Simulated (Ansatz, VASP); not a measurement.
# BeTe: VASP beside Ansatz

```
CELL_PARAMETERS angstrom
0.00000 2.77000 2.77000
2.77000 0.00000 2.77000
2.77000 2.77000 0.00000
ATOMIC_POSITIONS crystal
Te 0.75000 0.75000 0.75000
Be 0.00000 0.00000 0.00000
```

Alike in both runs: task single point; functional PBE; k mesh 5 × 5 × 5; occupations fermi-dirac, width 0.02 eV; no spin polarisation.

```csv
,VASP,Ansatz
version,VASP 6.6.1,Ansatz 0.2.0
potentials or method,"VASP PAW PBE potentials, release 64 (Te, Be), cutoff 600 eV","all-electron LAPW, scalar-relativistic"
```

Ansatz gave:

* gap on the k mesh at the Fermi level (eV): 1.98
* least direct gap on the mesh (eV): 3.58
* pressure (GPa): 4.4

Problem. What did VASP give for the same quantities?

Solution. gap on the k mesh at the Fermi level (eV): 1.96; least direct gap on the mesh (eV): 3.56; pressure (GPa): 4.6.

Ansatz ran all-electron here, and VASP with PAW potentials.

Spin-orbit coupling is off throughout.
